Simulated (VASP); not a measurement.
Here is a VASP 6.6.1 calculation.

File INCAR:

```
SYSTEM = Ta3WO2
  PREC = Accurate
  ENCUT = 520
  EDIFF = 1E-6
  ISMEAR = 0
  SIGMA = 0.1
  LREAL = .False.
  LASPH = .True.
  NELM = 60
  ALGO = Normal
  ISIF = 2
  LWAVE = .False.
  LCHARG = .False.
  GGA = PE
  NBANDS = 38
```

KPOINTS

```
regular mesh
0
Gamma
  10 10 10
  0 0 0
```

File POSCAR:

```
Ta3WO2
1.0
    4.3130035689      0.0000000000      0.0000000000
    0.0000000000      4.3130035689      0.0000000000
    0.0000000000      0.0000000000      4.3274434498
Ta W O
3 1 2
Direct
    0.0000000000      0.5000000000      0.0000000000
    0.5000000000      0.0000000000      0.0000000000
    0.5000000000      0.5000000000      0.5000000000
    0.0000000000      0.0000000000      0.5000000000
    0.0000000000      0.0000000000      0.0000000000
    0.5000000000      0.5000000000      0.0000000000
```

Potentials or basis: VASP PAW PBE potentials, release 64 (Ta_pv, W_sv, O).

Run with:

```bash
$ cat potpaw_PBE.64/Ta_pv/POTCAR potpaw_PBE.64/W_sv/POTCAR potpaw_PBE.64/O/POTCAR > POTCAR
$ mpirun -np 1 vasp_std > vasp.out
```

(1) Predict the band gap on the k mesh.

(2) What does it give for the pressure?

Results:

(1) zero (an odd number of electrons rules out a gap without spin polarisation).

(2) 0.5 GPa.

Caveat: spin-orbit coupling is left out, which moves the levels of the heavy elements; an odd number of electrons without spin polarisation forces a metal; a magnetic or distorted state may lie lower.
